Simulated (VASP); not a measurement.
# Al2O3 in VASP: further runs

Runs on Al2O3. Level: PBE. Tasks: single point.

Program: VASP 6.6.1. These are calculated values, not measurements. Logs are shortened: lines on timing, memory, paths and dates and some standing lists are left out, and cuts for length are marked.

### Step 1. The cell of the first run

The cell holds an amorphous packing of atoms, 20 atoms: a = 5.710 Å, b = 5.811 Å, c = 5.709 Å, α = 87.23°, β = 90.04°, γ = 89.73°.

### Step 2. Single point, PBE

INCAR

```
  ALGO = Normal
  EDIFF = 1E-6
  ENCUT = 520
  GGA = PE
  GGA_COMPAT = F
  ISIF = 2
  ISMEAR = -1
  ISYM = 0
  LASPH = T
  LCHARG = F
  LREAL = F
  LWAVE = F
  NBANDS = 64
  NELM = 120
  PREC = Accurate
  SIGMA = 0.05
```

KPOINTS

```
k-points
0
Gamma
  1 1 1
```

POSCAR

```
Al2O3
1.0
    5.7104520000      0.0137290000     -0.0021660000
    0.0137290000      5.8090040000      0.1390750000
   -0.0021660000      0.1390750000      5.7076010000
Al O
8 12
Direct
    0.7797170334      0.6689248582      0.7670184273
    0.5598884024      0.2804665027      0.1118982983
    0.4840987654      0.1383386820      0.6006532527
    0.0182376327      0.2186690093      0.8371343950
    0.2813419708      0.7727150116      0.8884692617
    0.9623468359      0.9658612827      0.2718021609
    0.1082540187      0.4722897848      0.3727810995
    0.5369278309      0.7228338769      0.3182788818
    0.8478609472      0.6896653538      0.4232027182
    0.7053381969      0.3159090458      0.7303936824
    0.4944974362      0.8044629480      0.6395869993
    0.1284886869      0.1299732802      0.5082557930
    0.9480008108      0.9112277039      0.8930614415
    0.9471181470      0.3008635729      0.1460170142
    0.3520635166      0.1273934135      0.9172652977
    0.1056140727      0.5301846880      0.7497684797
    0.6377363575      0.0251378176      0.2714566584
    0.2223888227      0.7618450236      0.2299481161
    0.4247936606      0.4147409270      0.3701693599
    0.5628957974      0.6106318951      0.0174501689
```

Potentials or basis: VASP PAW PBE potentials, release 64 (Al, O).

On the command line:

```sh
cat potpaw_PBE.64/Al/POTCAR potpaw_PBE.64/O/POTCAR > POTCAR
mpirun -np 1 vasp_gam > vasp.out
```

OUTCAR:

```text
EDIFF = 1E-6
   ENCUT = 520
   GGA = PE
   ISIF = 2
   ISMEAR = -1
   ISYM = 0
   LASPH = T
   LREAL = F
   NELM = 120
   PREC = Accurate

 ion  position               nearest neighbor table
   1  0.780  0.669  0.767-  13 1.88  20 1.91  11 1.93   9 2.00  16 2.03  10 2.12   8 2.92   4 2.95
                             5 3.00   5 3.02   7 3.18   2 3.19   3 3.30
   2  0.560  0.280  0.112-  17 1.76  19 1.87  15 1.88  20 1.97  14 2.22  10 2.33   8 2.88   3 2.90
                             6 3.04   4 3.08   3 3.10   1 3.19   7 3.20
   3  0.484  0.138  0.601-  10 1.82  11 1.94  15 1.96  19 2.05  12 2.10  17 2.20   5 2.87   2 2.90
                             8 2.98   4 3.03   2 3.10   7 3.13   1 3.30
   4  0.018  0.219  0.837-  13 1.85  14 1.89  16 1.92  10 1.96  15 2.02  12 2.07   6 2.84   1 2.95
                             5 2.99   7 3.02   3 3.03   2 3.08
   5  0.281  0.773  0.888-  11 1.87  16 1.93  18 1.98  20 1.98  13 2.06  15 2.12   8 2.86   3 2.87
                             4 2.99   1 3.00   1 3.02   6 3.10   7 3.35
   6  0.962  0.966  0.272-  17 1.88   9 1.90  18 1.92  12 1.94  14 2.04  13 2.20   8 2.82   4 2.84
                             7 3.01   2 3.04   5 3.10   7 3.14
   7  0.108  0.472  0.373-  19 1.84  14 1.91  18 1.95   9 1.98  12 2.10  16 2.19   8 2.86   6 3.01
                             4 3.02   3 3.13   6 3.14   1 3.18   2 3.20   5 3.35
   8  0.537  0.723  0.318-  17 1.86  20 1.87  18 1.88   9 1.88  19 1.91  11 1.93   6 2.82   5 2.86
                             7 2.86   2 2.88   1 2.92   3 2.98
   9  0.848  0.690  0.423-   8 1.88   6 1.90   7 1.98   1 2.00
  10  0.705  0.316  0.730-   3 1.82   4 1.96   1 2.12   2 2.33
  11  0.494  0.804  0.640-   5 1.87   8 1.93   1 1.93   3 1.94
  12  0.128  0.130  0.508-   6 1.94   4 2.07   3 2.10   7 2.10
  13  0.948  0.911  0.893-   4 1.85   1 1.88   5 2.06   6 2.20
  14  0.947  0.301  0.146-   4 1.89   7 1.91   6 2.04   2 2.22
  15  0.352  0.127  0.917-   2 1.88   3 1.96   4 2.02   5 2.12
  16  0.106  0.530  0.750-   4 1.92   5 1.93   1 2.03   7 2.19
  17  0.638  0.025  0.271-   2 1.76   8 1.86   6 1.88   3 2.20
  18  0.222  0.762  0.230-   8 1.88   6 1.92   7 1.95   5 1.98
  19  0.425  0.415  0.370-   7 1.84   2 1.87   8 1.91   3 2.05
  20  0.563  0.611  0.017-   8 1.87   1 1.91   2 1.97   5 1.98

IMPORTANT INFORMATION: All symmetrisations will be switched off!
NOSYMM: (Re-)initialisation of all symmetry stuff for point group C_1.

----------------------------------------------------------------------------------------

                                     Primitive cell

  volume of cell :     189.2212

  direct lattice vectors                    reciprocal lattice vectors
     5.710452000  0.013729000 -0.002166000     0.175118515 -0.000415709  0.000076586
     0.013729000  5.809004000  0.139075000    -0.000415709  0.172248021 -0.004197261
    -0.002166000  0.139075000  5.707601000     0.000076586 -0.004197261  0.175307261

  length of vectors
     5.710468914  5.810684797  5.709295554     0.175119025  0.172299653  0.175357517

  position of ions in fractional coordinates (direct lattice)
     0.779717033  0.668924858  0.767018427
     0.559888402  0.280466503  0.111898298
     0.484098765  0.138338682  0.600653253
     0.018237633  0.218669009  0.837134395
     0.281341971  0.772715012  0.888469262
     0.962346836  0.965861283  0.271802161
[... 12 lines left out ...]
     0.424793661  0.414740927  0.370169360
     0.562895797  0.610631895  0.017450169

  ion indices of the primitive-cell ions
   primitive index   ion index
                 1           1
                 2           2
                 3           3
                 4           4
                 5           5
                 6           6
[... 12 lines left out ...]
                19          19
                20          20

----------------------------------------------------------------------------------------

 KPOINTS: k-points

Automatic generation of k-mesh.
 Grid dimensions read from file:
 generate k-points for:    1    1    1

 Generating k-lattice:

  Cartesian coordinates                     Fractional coordinates (reciprocal lattice)
     0.175118515 -0.000415709  0.000076586     1.000000000 -0.000000000  0.000000000
    -0.000415709  0.172248021 -0.004197261    -0.000000000  1.000000000 -0.000000000
     0.000076586 -0.004197261  0.175307261    -0.000000000 -0.000000000  1.000000000

  Length of vectors
     0.175119025  0.172299653  0.175357517

  Shift w.r.t. Gamma in fractional coordinates (k-lattice)
     0.000000000  0.000000000  0.000000000

 Subroutine IBZKPT returns following result:
 ===========================================

 Found      1 irreducible k-points:

 Following reciprocal coordinates:
            Coordinates               Weight
  0.000000  0.000000  0.000000      1.000000
   k-points           NKPTS =      1   k-points in BZ     NKDIM =      1   number of bands    NBANDS=     64
   number of dos      NEDOS =    301   number of ions     NIONS =     20
   total plane-waves  NPLWV =  84672
   dimension x,y,z NGX =    42 NGY =   48 NGZ =   42
   dimension x,y,z NGXF=    84 NGYF=   96 NGZF=   84
   ions per type =               8  12
   NGX,Y,Z   is equivalent  to a cutoff of  12.23, 13.73, 12.23 a.u.
   NGXF,Y,Z  is equivalent  to a cutoff of  24.45, 27.47, 24.46 a.u.
 SYSTEM =  unknown system
   PREC   = accura    normal or accurate (medium, high low for compatibility)
   ISTART =      0    job   : 0-new  1-cont  2-samecut
   ICHARG =      2    charge: 1-file 2-atom 10-const
   ISPIN  =      1    spin polarized calculation?
   LNONCOLLINEAR =      F non collinear calculations
   LSORBIT =      F    spin-orbit coupling
   LASPH  =      T    aspherical Exc in radial PAW
   ENCUT  =  520.0 eV  38.22 Ry    6.18 a.u.  10.62 10.80 10.62*2*pi/ulx,y,z
   NELM   =    120;   NELMIN=  2; NELMDL= -5     # of ELM steps
   EDIFF  = 0.1E-05   stopping-criterion for ELM
   LREAL  =      F    real-space projection
   EDIFFG = 0.1E-04   stopping-criterion for IOM
   NSW    =      0    number of steps for IOM
   IBRION =     -1    ionic relax: 0-MD 1-quasi-New 2-CG
   NFREE  =      0    steps in history (QN), initial steepest desc. (CG)
   ISIF   =      2    stress and relaxation
   ISYM   =      0    0-nonsym 1-usesym 2-fastsym
   POTIM  = 0.5000    time-step for ionic-motion
   TEBEG  =    0.0;   TEEND  =   0.0 temperature during run
   PSTRESS=    0.0 pullay stress
   NELECT =      96.0000    total number of electrons
   NUPDOWN=      -1.0000    fix difference up-down
   EMIN   =  10.00;   EMAX   =-10.00  energy-range for DOS
   EFERMI =   0.00;   METHOD = LEGACY
   ISMEAR =    -1;   SIGMA  =   0.05  broadening in eV -4-tet -1-fermi 0-gaus
   EFERMI_NEDOS =   21; number of points for ismear=-14 and -15
   IALGO  =     38    algorithm
   IMIX   =      4    mixing-type and parameters
     AMIX     =   0.40;   BMIX     =  1.00
     AMIX_MAG =   1.60;   BMIX_MAG =  1.00
  volume/ion in A,a.u.               =       9.46        63.85
  Fermi-wavevector in a.u.,A,eV,Ry     =   1.305696  2.467407 23.195774  1.704841
  Thomas-Fermi vector in A             =   2.436548
   LORBIT       =      0    0 simple, 1 ext, 2 COOP (PROOUT), +10 PAW based schemes
   GGA     = PE    functional components
   LHFCALC =     F    Hartree Fock is set to
   AEXX    =    0.0000 exact exchange contribution
   IVDW    =     0    specifies the selected vdW correction
   LEPSILON=     F    determine dielectric tensor
   LRPA    =     F    only Hartree local field effects (RPA)
 non-spin polarized calculation
  energy-cutoff  :      520.00
  volume of cell :      189.22
 maximum number of plane-waves:      2549
 NGX is ok and might be reduce to    42
   NGX = 21   NGY = 21   NGZ = 21

 number of electron      96.0000009 magnetization

 Free energy of the ion-electron system (eV)
  ---------------------------------------------------
  ext. energy  EPLUGINS =         0.00000000
  ---------------------------------------------------
  free energy    TOTEN  =      -145.77596963 eV

  energy without entropy =     -145.77596963  energy(sigma->0) =     -145.77596963

 E-fermi :   6.8008     XC(G=0): -11.1061

 val. band max:        5.5897595535   @ k =   0.0000   0.0000   0.0000
 cond. band min:       9.6742266512   @ k =   0.0000   0.0000   0.0000
 fundamental gap:      4.0844670977
 Fermi energy:         6.8008149044

 k-point     1 :       0.0000    0.0000    0.0000
  band No.  band energies     occupation
      1     -13.7554      2.00000
      2     -12.3599      2.00000
      3     -12.2258      2.00000
      4     -12.0912      2.00000
      5     -11.9371      2.00000
      6     -11.6483      2.00000
[... 52 lines left out ...]
     59      15.4855      0.00000
     60      15.6348      0.00000
 [bands above 60 left out]

------------------------ aborting loop because EDIFF is reached ----------------------------------------

  FORCE on cell =-STRESS in cart. coord.  units (eV):
  Direction    XX          YY          ZZ          XY          YZ          ZX
  --------------------------------------------------------------------------------------
  -------------------------------------------------------------------------------------
  Total       -6.6189898    -11.6433219     -4.5614373     -1.4502561    -12.6454652     -3.4797869
  in kB      -56.0444363    -98.5865571    -38.6226886    -12.2796357   -107.0719239    -29.4641177
  external PRESSURE =     -64.4178940 kB  Pullay stress =       0.0000000 kB

 VOLUME and BASIS-vectors are now :
 -----------------------------------------------------------------------------
  energy-cutoff  :      520.00
  volume of cell :      189.22
      direct lattice vectors                 reciprocal lattice vectors
     5.710452000  0.013729000 -0.002166000     0.175118515 -0.000415709  0.000076586
     0.013729000  5.809004000  0.139075000    -0.000415709  0.172248021 -0.004197261
    -0.002166000  0.139075000  5.707601000     0.000076586 -0.004197261  0.175307261

 POSITION                                       TOTAL-FORCE (eV/Angst)
 -----------------------------------------------------------------------------------
      4.46006      4.00316      4.46918         0.366946     -1.049716     -0.778446
      3.20082      1.65248      0.67646         0.472542      1.352452     -2.092896
      2.76502      0.89379      3.44648        -1.136132      0.759792     -0.258071
      0.10533      1.38692      4.80840         0.320092      0.745696     -1.283506
      1.61527      4.61613      5.17788        -0.748580     -0.434246      0.416247
      5.50811      5.66170      1.68358         0.932687      0.679182      0.663734
[... 12 lines left out ...]
      2.43066      2.46654      2.16954         0.698310     -1.313566      0.431195
      3.22274      3.55732      0.18330         0.825418      0.038604     -0.248295
 -----------------------------------------------------------------------------------
    total drift:                               -0.000208      0.000204      0.000267

  FREE ENERGIE OF THE ION-ELECTRON SYSTEM (eV)
  ---------------------------------------------------
  free  energy   TOTEN  =      -145.7759696269 eV

  energy  without entropy=     -145.7759696268  energy(sigma->0) =     -145.77596963
```

It took 25 s on 1 thread of Intel Xeon 6975P-C (Granite Rapids), shared host; peak memory 0.24 GiB.

Results:

* Free energy: -145.7760 eV
* Pressure: -6.4 GPa
* Largest force: 2.536 eV/Å
* Band gap on the k mesh: 4.08 eV

Forces in eV/Å, atoms in the order of the input:
```
Al   0.367 -1.050 -0.778
Al   0.473  1.352 -2.093
Al  -1.136  0.760 -0.258
Al   0.320  0.746 -1.284
Al  -0.749 -0.434  0.416
Al   0.933  0.679  0.664
Al  -1.138 -0.450  0.762
Al  -0.177 -0.349  0.586
O    0.075 -0.804  0.006
O    1.371 -0.397  0.789
O   -0.233  1.419 -0.145
O   -0.082  0.454  0.758
O    0.215 -0.480  0.982
O   -0.079 -0.317 -0.423
O   -0.825 -0.317 -0.522
O   -0.095  0.207  0.113
O   -0.327 -0.101  1.120
O   -0.437  0.357 -0.875
O    0.698 -1.314  0.431
O    0.825  0.039 -0.248
```

Stress tensor (GPa, compression positive):
```
 -5.60  -1.23  -2.95
 -1.23  -9.86 -10.71
 -2.95 -10.71  -3.86
```

Caveat: the k points lie up to 1.10 Å⁻¹ apart.

### Step 3. Single point, PBE

INCAR

```
SYSTEM = Al2O3
  PREC = Accurate
  ENCUT = 520
  EDIFF = 1E-6
  ISMEAR = -1
  SIGMA = 0.05
  LREAL = .FALSE.
  LASPH = .TRUE.
  NELM = 120
  ALGO = Normal
  ISIF = 2
  LWAVE = .FALSE.
  LCHARG = .FALSE.
  GGA = PE
  NBANDS = 64
  ISYM = 0
  GGA_COMPAT = .FALSE.
```

KPOINTS

```
regular mesh
0
G
  1 1 1
  0 0 0
```

POSCAR

```
Al2O3
1.0
    5.7104520000      0.0137290000     -0.0021660000
    0.0137290000      5.8090040000      0.1390750000
   -0.0021660000      0.1390750000      5.7076010000
Al O
8 12
Direct
    0.8018734350      0.6557056331      0.7562066089
    0.6007271703      0.2815350277      0.0534928232
    0.4812824468      0.1584681114      0.5802953825
    0.0458052737      0.2152505492      0.8190173497
    0.2816920226      0.7799966176      0.8912038728
    0.9639931746      0.9917613894      0.2643786407
    0.0970717427      0.4587647186      0.3549898730
    0.5297675888      0.7189875436      0.3233457076
    0.8439763462      0.6779088991      0.4286359317
    0.7275032854      0.3042833587      0.7530459056
    0.4945438661      0.8384634899      0.6298590024
    0.0964640075      0.1573669078      0.4919550505
    0.9679129260      0.9082403177      0.8815954334
    0.9693096636      0.2987762107      0.1196702824
    0.3478022965      0.1399929655      0.8851722148
    0.1129229738      0.5331840921      0.7596056581
    0.6429560190      0.0385488979      0.2459475452
    0.2104656889      0.7923074722      0.2279794448
    0.4109114447      0.4171817677      0.3959233450
    0.5737559993      0.6133462554      0.0192633692
```

Potentials or basis: VASP PAW PBE potentials, release 64 (Al, O).

On the command line:

```sh
cat potpaw_PBE.64/Al/POTCAR potpaw_PBE.64/O/POTCAR > POTCAR
mpirun -np 1 vasp_gam > vasp.out
```

Run time: 28 s. Hardware: 1 thread of Intel Xeon 6975P-C (Granite Rapids), shared host; peak memory 0.24 GiB.

The run converged. Its results:

```
Free energy            : -146.0086 eV
Pressure               : -3.5 GPa
Largest force          : 2.321 eV/Å
Band gap on the k mesh : 4.31 eV
```

Forces in eV/Å, atoms in the order of the input:
```
Al   0.275  0.588 -0.039
Al  -0.616  0.945 -0.943
Al   0.056  0.057  0.260
Al  -0.701  0.791 -1.090
Al  -0.435 -0.283 -0.415
Al   0.241 -0.780  0.233
Al  -0.526  1.058  0.961
Al  -0.085  0.448  0.613
O   -0.130 -0.579 -0.566
O   -0.392  0.051 -0.719
O   -0.105 -0.250  0.108
O    0.094 -0.197  1.587
O   -0.492 -0.035  0.360
O   -0.800  0.008  0.078
O    0.753  0.009  0.491
O    0.140  0.261 -0.125
O   -0.329 -0.669  1.394
O    1.608 -1.495 -0.754
O    1.372  0.329 -0.969
O    0.073 -0.257 -0.465
```

Stress tensor (GPa, compression positive):
```
-2.13 -0.88 -1.57
-0.88 -9.79 -7.31
-1.57 -7.31  1.50
```

Levels at points of the mesh, in eV from the valence-band top:
| k point | band 45 | band 46 | band 47 | band 48 | band 49 | band 50 | band 51 | band 52 |
| --- | --- | --- | --- | --- | --- | --- | --- | --- |
| (0.00, 0.00, 0.00) | -0.47 | -0.33 | -0.15 | 0.00 | 4.31 | 7.77 | 8.02 | 8.33 |

Caveat: the k points lie up to 1.10 Å⁻¹ apart.
